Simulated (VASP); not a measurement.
Wanted: the native input for a VASP 6.6.1 run.

* Task: relaxation of cell and atoms
* Functional: PBE
* Potentials or basis: VASP PAW PBE potentials, release 64 (Sn_d, O)
* Cutoff: 600 eV
* k mesh: 6 × 6 × 8
* Occupations: fermi-dirac, width 0.02 eV
* Spin: no spin polarisation
* Dipole correction: no
* Further INCAR settings: ALGO = Normal; EDIFF = 1e-07; IBRION = 2; EDIFFG = -0.005; NSW = 80; ISIF = 3

The structure of SnO2 lies in POSCAR:

```
SnO2
1.0
    4.7787740800      0.0000000000      0.0000000000
    0.0000000000      4.7787740800      0.0000000000
    0.0000000000      0.0000000000      3.1539908928
Sn O
2 4
Direct
    0.0000000000      0.0000000000      0.0000000000
    0.5000000000      0.5000000000      0.5000000000
    0.3050000000      0.3050000000      0.0000000000
    0.1950000000      0.8050000000      0.5000000000
    0.8050000000      0.1950000000      0.5000000000
    0.6950000000      0.6950000000      0.0000000000
```

These files were run (other wordings do the same):

INCAR

```
  PREC = Accurate
  ENCUT = 600
  EDIFF = 1E-7
  ISMEAR = -1
  SIGMA = 0.02
  LREAL = False
  LASPH = True
  NELM = 100
  ALGO = Normal
  ISIF = 3
  LWAVE = False
  LCHARG = False
  GGA = PE
  IBRION = 2
  NSW = 80
  EDIFFG = -0.005
```

KPOINTS

```
regular mesh
0
Gamma
  6 6 8
```

Potentials or basis: VASP PAW PBE potentials, release 64 (Sn_d, O).

The run is started by

```bash
$ cat potpaw_PBE.64/Sn_d/POTCAR potpaw_PBE.64/O/POTCAR > POTCAR
$ mpirun -np 1 vasp_std > vasp.out
```

Results of the run:

- Relaxed volume: 12.61 Å³/atom
- Relaxed cell: a = 4.830 Å, b = 4.830 Å, c = 3.242 Å, α = 90.00°, β = 90.00°, γ = 90.00°
- Space group after relaxing (to 0.1 Å): P4_2/mnm (No. 136)
- Energy gained by relaxing: 21.1 meV/atom
- Ionic steps: 11
- Pressure after relaxing: 0.0 GPa
- Band gap on the k mesh: 0.64 eV

Caveat: spin-orbit coupling is left out, which moves the levels of the heavy elements.

Wall time 5.2 min on 1 thread of Intel(R) Xeon(R) 6975P-C (Granite Rapids), with other jobs on the host, peak memory 0.28 GiB.
